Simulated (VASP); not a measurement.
# Cu: single point with PBE

Cu:

```
Cu
1.0
    -1.44279    1.44279    1.37608
     1.44279   -1.44279    1.37608
     1.44279    1.44279   -1.37608
Cu
1
Direct
  0.00000 0.00000 0.00000
```

```yaml
Program: VASP 6.6.1
Task: single point
Functional: PBE
Potentials_or_basis: VASP PAW PBE potentials, release 64 (Cu_sv_GW)
Cutoff: 820 eV
k_mesh: 13 × 13 × 13
Occupations: gaussian, width 0.027 eV
Spin: no spin polarisation
```

The pressure is 6.4 GPa and the band gap on the k mesh is zero (an odd number of electrons rules out a gap without spin polarisation).

Stress tensor (GPa, compression positive):
```
6.28 0.00 0.00
0.00 6.28 0.00
0.00 0.00 6.55
```

Levels at points of the mesh, in eV from the Fermi level:
```
           k point  band 6  band 7  band 8  band 9  band 10  band 11  band 12  band 13  band 14  band 15
(0.00, 0.00, 0.00)   -3.24   -3.04   -3.04   -2.16    -1.95    24.94    24.94    26.19    28.93    28.95
```

Wall time 23 s on 1 thread of Intel(R) Xeon(R) 6975P-C (Granite Rapids) (shared host), peak memory 0.21 GiB.

Caveat: the cell stands under pressure.
